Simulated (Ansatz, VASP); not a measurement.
**SnTe in VASP and in Ansatz**

```
CELL_PARAMETERS angstrom
0.00000 3.18560 3.18560
3.18560 0.00000 3.18560
3.18560 3.18560 0.00000
ATOMIC_POSITIONS crystal
Sn 0.00000 0.00000 0.00000
Te 0.50000 0.50000 0.50000
```

Alike in both runs: functional r2SCAN; k mesh 12 × 12 × 12; occupations gaussian, width 0.1 eV; no spin polarisation.

Ansatz relaxed the structure, and its values are those at the end. VASP's run is a single point on that final structure, the one shown.

|  | VASP | Ansatz |
| --- | --- | --- |
| version | VASP 6.6.1 | Ansatz 0.2.0 |
| potentials or method | VASP PAW PBE potentials, release 64 (Sn_d, Te), cutoff 520 eV | scalar-relativistic, plane waves, PAW |
| valence electrons in the cell | 20 | 30 |

```csv
,VASP,Ansatz,Ansatz less VASP
gap on the k mesh at the Fermi level (eV),0.13,0.13,+0.002
least direct gap on the mesh (eV),0.13,0.13,+0.002
pressure (GPa),0.0,0.0,+0.01
```

VASP's potentials were made for PBE, not for r2SCAN. VASP's potentials hold 20 valence electrons a cell and Ansatz's 30, so a difference there can come from the potentials and not from the codes.

Neither program's run includes spin-orbit coupling.
